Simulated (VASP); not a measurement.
Wanted: the native input for a VASP 6.6.1 run.

```
Task                   : relaxation of cell and atoms
Functional             : PBE
Dispersion             : D4
Potentials or basis    : VASP PAW PBE potentials, release 64 (Zn, S)
Cutoff                 : 500 eV
k mesh                 : 9 × 9 × 9
Occupations            : fermi-dirac, width 0.05 eV
Spin                   : no spin polarisation
Dipole correction      : no
Further INCAR settings : ALGO = Normal; EDIFF = 1e-07; IBRION = 2; EDIFFG = -0.02; NSW = 80; ISIF = 3
```

The structure of ZnS lies in POSCAR:

```
ZnS
1.0
    0.0000000000      2.7020000000      2.7020000000
    2.7020000000      0.0000000000      2.7020000000
    2.7020000000      2.7020000000      0.0000000000
Zn S
1 1
Direct
    0.7500000000      0.7500000000      0.7500000000
    0.0000000000      0.0000000000      0.0000000000
```

One way to write it, as run:

INCAR

```
PREC = Accurate ; ENCUT = 500
EDIFF = 1E-7 ; ISMEAR = -1
SIGMA = 0.05 ; LREAL = False
LASPH = True ; NELM = 120
ALGO = Normal ; ISIF = 3
LWAVE = False ; LCHARG = False
GGA = PE ; IVDW = 13
IBRION = 2 ; NSW = 80
EDIFFG = -0.02 ; GGA_COMPAT = False
NELMIN = 4
```

KPOINTS

```
Automatic mesh
0
Gamma
  9 9 9
```

Potentials or basis: VASP PAW PBE potentials, release 64 (Zn, S).

The run is started by

```console
$ cat potpaw_PBE.64/Zn/POTCAR potpaw_PBE.64/S/POTCAR > POTCAR
$ mpirun -np 1 vasp_std > vasp.out
```

It gave:

```yaml
Relaxed_volume: 19.48 Å³/atom
Relaxed_cell: a = 3.805 Å, b = 3.805 Å, c = 3.805 Å, α = 60.00°, β = 60.00°, γ = 60.00°
Space_group_after_relaxing_to_0.1_Å: F-43m (No. 216)
Energy_gained_by_relaxing: 0.7 meV/atom
Ionic_steps: 3
Pressure_after_relaxing: 0.0 GPa
Band_gap_on_the_k_mesh: 2.17 eV
Dispersion_energy_per_atom: -0.310 eV
```

It took 33 s on 1 thread of Intel(R) Xeon(R) Platinum 8259CL CPU @ 2.50GHz (Skylake/Cascade Lake), on a shared host, peak memory 0.16 GiB.
